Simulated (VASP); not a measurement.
Set up this calculation in VASP 6.6.1, as the native input.

* Task: single point
* Functional: PBE
* Potentials or basis: VASP PAW PBE potentials, release 64 (Zn)
* Cutoff: 500 eV
* k mesh: 12 × 12 × 12
* Occupations: gaussian, width 0.026 eV
* Spin: no spin polarisation
* Dipole correction: no
* Further INCAR settings: ALGO = Normal; EDIFF = 1e-06; NBANDS = 12

The structure of Zn lies in POSCAR:

```
Zn
1.0
   -1.5690370000      1.5690370000      1.5690370000
    1.5690370000     -1.5690370000      1.5690370000
    1.5690370000      1.5690370000     -1.5690370000
Zn
1
Direct
    0.0000000000      0.0000000000      0.0000000000
```

The input as run:

INCAR

```
SYSTEM = Zn
  PREC = Accurate
  ENCUT = 500
  EDIFF = 1E-6
  ISMEAR = 0
  SIGMA = 0.026000000000000002
  LREAL = .False.
  LASPH = .True.
  NELM = 120
  ALGO = Normal
  ISIF = 2
  LWAVE = .False.
  LCHARG = .False.
  GGA = PE
  NBANDS = 12
  GGA_COMPAT = .False.
```

KPOINTS

```
Automatic mesh
0
Gamma
  12 12 12
  0 0 0
```

Potentials or basis: VASP PAW PBE potentials, release 64 (Zn).

Run with:

```sh
$ cat potpaw_PBE.64/Zn/POTCAR > POTCAR
$ mpirun -np 1 vasp_std > vasp.out
```

Results of the run:

The pressure is 0.1 GPa and the band gap on the k mesh is zero (band 6 reaches 7.27 eV, above the bottom of band 7 at 2.09 eV).

Wall time 4.7 s on 1 thread of Intel(R) Xeon(R) 6975P-C (Granite Rapids), with other jobs on the host, peak memory 0.12 GiB.
